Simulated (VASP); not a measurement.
# LiF (Griceite) (Fm-3m) in VASP: notebook, part 2 of 2

VASP 6.6.1. Earlier steps stand in the parts before.

### 3 Relaxation of the atoms, r2SCAN

This run uses another cell than the first one, of 7.78 Å³/atom, 1.021 times its volume.

POSCAR

```
LiF
1.0
    0.0000000000      1.9812555500      1.9812555500
    1.9812555500      0.0000000000      1.9812555500
    1.9812555500      1.9812555500      0.0000000000
Li F
1 1
Direct
    0.0000000000      0.0000000000      0.0000000000
    0.5000000000      0.5000000000      0.5000000000
```

INCAR.step1

```
  ALGO = Normal
  EDIFF = 1E-4
  ENCUT = 520
  GGA = PE
  ISMEAR = -1
  LASPH = T
  LCHARG = F
  LREAL = F
  LWAVE = T
  NELM = 80
  PREC = Accurate
  SIGMA = 0.02
```

INCAR.step2

```
  ALGO = Normal
  EDIFF = 1E-6
  EDIFFG = -0.01
  ENCUT = 520
  IBRION = 2
  ISIF = 2
  ISMEAR = -1
  ISTART = 1
  LASPH = T
  LCHARG = F
  LMIXTAU = T
  LREAL = F
  LWAVE = F
  METAGGA = R2SCAN
  NELM = 80
  NSW = 50
  PREC = Accurate
  SIGMA = 0.02
```

KPOINTS

```
k-points
0
Gamma
  12 12 12
```

Potentials or basis: VASP PAW PBE potentials, release 64 (Li_sv, F).

Run with:

```console
$ cat potpaw_PBE.64/Li_sv/POTCAR potpaw_PBE.64/F/POTCAR > POTCAR
$ cp INCAR.step1 INCAR
$ mpirun -np 1 vasp_std > vasp.out
$ cp INCAR.step2 INCAR
$ mpirun -np 1 vasp_std > vasp.out
```

OUTCAR:

```text
EDIFF = 1E-6
   EDIFFG = -0.01
   ENCUT = 520
   IBRION = 2
   ISIF = 2
   ISMEAR = -1
   ISTART = 1
   LASPH = T
   LREAL = F
   METAGGA = R2SCAN
   NELM = 80
   NSW = 50
   PREC = Accurate

 ion  position               nearest neighbor table
   1  0.000  0.000  0.000-   2 1.98   2 1.98   2 1.98   2 1.98   2 1.98   2 1.98
   2  0.500  0.500  0.500-   1 1.98   1 1.98   1 1.98   1 1.98   1 1.98   1 1.98

  LATTYP: Found a face centered cubic cell.
 ALAT       =     3.9625111000

  Lattice vectors:

 A1 = (   0.0000000000,   1.9812555500,   1.9812555500)
 A2 = (   1.9812555500,   0.0000000000,   1.9812555500)
 A3 = (   1.9812555500,   1.9812555500,   0.0000000000)

Analysis of symmetry for initial positions (statically):
=====================================================================
 Subroutine PRICEL returns:
 Original cell was already a primitive cell.

 Routine SETGRP: Setting up the symmetry group for a
 face centered cubic supercell.

 Subroutine GETGRP returns: Found 48 space group operations
 (whereof 48 operations were pure point group operations)
 out of a pool of 48 trial point group operations.

The static configuration has the point symmetry O_h .

Analysis of symmetry for dynamics (positions and initial velocities):
=====================================================================
 Subroutine PRICEL returns:
 Original cell was already a primitive cell.

 Routine SETGRP: Setting up the symmetry group for a
 face centered cubic supercell.

 Subroutine GETGRP returns: Found 48 space group operations
 (whereof 48 operations were pure point group operations)
 out of a pool of 48 trial point group operations.

The dynamic configuration has the point symmetry O_h .

 Subroutine INISYM returns: Found 48 space group operations
 (whereof 48 operations are pure point group operations),
 and found     1 'primitive' translations

----------------------------------------------------------------------------------------

                                     Primitive cell

  volume of cell :      15.5543
[... 112 lines left out ...]
  Thomas-Fermi vector in A             =   2.534639
   LORBIT       =      0    0 simple, 1 ext, 2 COOP (PROOUT), +10 PAW based schemes
   METAGGA = R2SCAN    functional components
   LHFCALC =     F    Hartree Fock is set to
   AEXX    =    0.0000 exact exchange contribution
   IVDW    =     0    specifies the selected vdW correction
   LEPSILON=     F    determine dielectric tensor
   LRPA    =     F    only Hartree local field effects (RPA)
 conjugate gradient relaxation of ions
 non-spin polarized calculation
  energy-cutoff  :      520.00
  volume of cell :       15.55
 maximum number of plane-waves:       444
 NGX is ok and might be reduce to    24
   NGX = 11   NGY = 11   NGZ = 11

 number of electron      10.0000000 magnetization

 Free energy of the ion-electron system (eV)
  ---------------------------------------------------
  ext. energy  EPLUGINS =         0.00000000
  ---------------------------------------------------
  free energy    TOTEN  =       -11.90171608 eV

  energy without entropy =      -11.90171608  energy(sigma->0) =      -11.90171608

 E-fermi :  -0.8296     XC(G=0): -10.8101

 val. band max:       -1.3359737084   @ k =   0.0000   0.0000   0.0000
 cond. band min:       9.4173059254   @ k =   0.0000   0.0000   0.0000
 fundamental gap:     10.7532796338
 Fermi energy:        -0.8295798624

 k-point     1 :       0.0000    0.0000    0.0000
  band No.  band energies     occupation
      1     -43.3046      2.00000
      2     -22.5696      2.00000
      3      -1.3360      2.00000
      4      -1.3360      2.00000
      5      -1.3360      2.00000
      6       9.4173      0.00000
      7      24.6418      0.00000
      8      24.6418      0.00000
      9      24.6418      0.00000
[... 265 lines left out ...]
 k-point    24 :      -0.4167    0.1667    0.0000
  band No.  band energies     occupation
      1     -43.2285      2.00000
      2     -22.0430      2.00000
      3      -3.8394      2.00000
      4      -2.3337      2.00000
      5      -1.7273      2.00000
      6      11.9358      0.00000
      7      16.4516      0.00000
      8      19.8333      0.00000
      9      20.0021      0.00000

 [... further k-points ...]
[... 5 lines left out ...]
  --------------------------------------------------------------------------------------
  -------------------------------------------------------------------------------------
  Total        0.1069973      0.1069973      0.1069973      0.0000000      0.0000000     -0.0000000
  in kB       11.0212733     11.0212733     11.0212733      0.0000000      0.0000000     -0.0000000
  external PRESSURE =      11.0212733 kB  Pullay stress =       0.0000000 kB

 VOLUME and BASIS-vectors are now :
 -----------------------------------------------------------------------------
  energy-cutoff  :      520.00
  volume of cell :       15.55
      direct lattice vectors                 reciprocal lattice vectors
     0.000000000  1.981255550  1.981255550    -0.252365224  0.252365224  0.252365224
     1.981255550  0.000000000  1.981255550     0.252365224 -0.252365224  0.252365224
     1.981255550  1.981255550  0.000000000     0.252365224  0.252365224 -0.252365224

 POSITION                                       TOTAL-FORCE (eV/Angst)
 -----------------------------------------------------------------------------------
      0.00000      0.00000      0.00000        -0.000000     -0.000000      0.000000
      1.98126      1.98126      1.98126         0.000000      0.000000     -0.000000
 -----------------------------------------------------------------------------------
    total drift:                               -0.000000     -0.000000      0.000000

  FREE ENERGIE OF THE ION-ELECTRON SYSTEM (eV)
  ---------------------------------------------------
  free  energy   TOTEN  =       -11.9017160837 eV

  energy  without entropy=      -11.9017160837  energy(sigma->0) =      -11.90171608

 reached required accuracy - stopping structural energy minimisation
```

OUTCAR.step1:

```text
EDIFF = 1E-4
   ENCUT = 520
   GGA = PE
   ISMEAR = -1
   LASPH = T
   LREAL = F
[... 507 lines left out ...]
 -----------------------------------------------------------------------------------
      0.00000      0.00000      0.00000         0.000000      0.000000      0.000000
      1.98126      1.98126      1.98126        -0.000000     -0.000000      0.000000
 -----------------------------------------------------------------------------------
    total drift:                               -0.000000     -0.000000      0.000000

  FREE ENERGIE OF THE ION-ELECTRON SYSTEM (eV)
  ---------------------------------------------------
  free  energy   TOTEN  =        -9.6171433827 eV

  energy  without entropy=       -9.6171433827  energy(sigma->0) =       -9.61714338
```

OSZICAR.step1:

```text
N       E                     dE             d eps       ncg     rms          rms(c)
DAV:   1     0.320184270765E+02    0.32018E+02   -0.57561E+03  1354   0.113E+03
DAV:   2    -0.907951953573E+01   -0.41098E+02   -0.39881E+02  1435   0.213E+02
DAV:   3    -0.101151565445E+02   -0.10356E+01   -0.10322E+01  1691   0.322E+01
DAV:   4    -0.101282214571E+02   -0.13065E-01   -0.13037E-01  1739   0.359E+00
DAV:   5    -0.101283293818E+02   -0.10792E-03   -0.10792E-03  1701   0.208E-01    0.454E+00
DAV:   6    -0.960626315169E+01    0.52207E+00   -0.27208E+00  1322   0.131E+01    0.136E+00
DAV:   7    -0.961045314266E+01   -0.41900E-02   -0.20971E-02  1770   0.160E+00    0.846E-01
DAV:   8    -0.961705774852E+01   -0.66046E-02   -0.15329E-02  1770   0.162E+00    0.958E-02
DAV:   9    -0.961714338271E+01   -0.85634E-04   -0.81791E-04  1416   0.316E-01
   1 F= -.96171434E+01 E0= -.96171434E+01  d E =-.960310E-14
```

Run time: 19 s. Hardware: 1 thread of Intel Xeon 6975P-C (Granite Rapids), shared host; peak memory 0.14 GiB.

What came out:

| Quantity | Value |
| --- | --- |
| Free energy | -11.9017 eV |
| Band gap on the k mesh | 10.75 eV, direct |

Final structure:
```
Li F
1.0
     0.00000    1.98126    1.98126
     1.98126    0.00000    1.98126
     1.98126    1.98126    0.00000
Li F
1 1
Cartesian
  0.0000 0.0000 0.0000
  1.9813 1.9813 1.9813
```

Caveat: the cutoff is under 1.25 times the usual one of these potentials, so pressure, stress and relaxed cells hold a basis-set (Pulay) error; the relaxation stopped at its first step, so nothing moved; the PAW data sets were made with another functional, which shifts forces and pressure a little. A k mesh can miss the band edges.
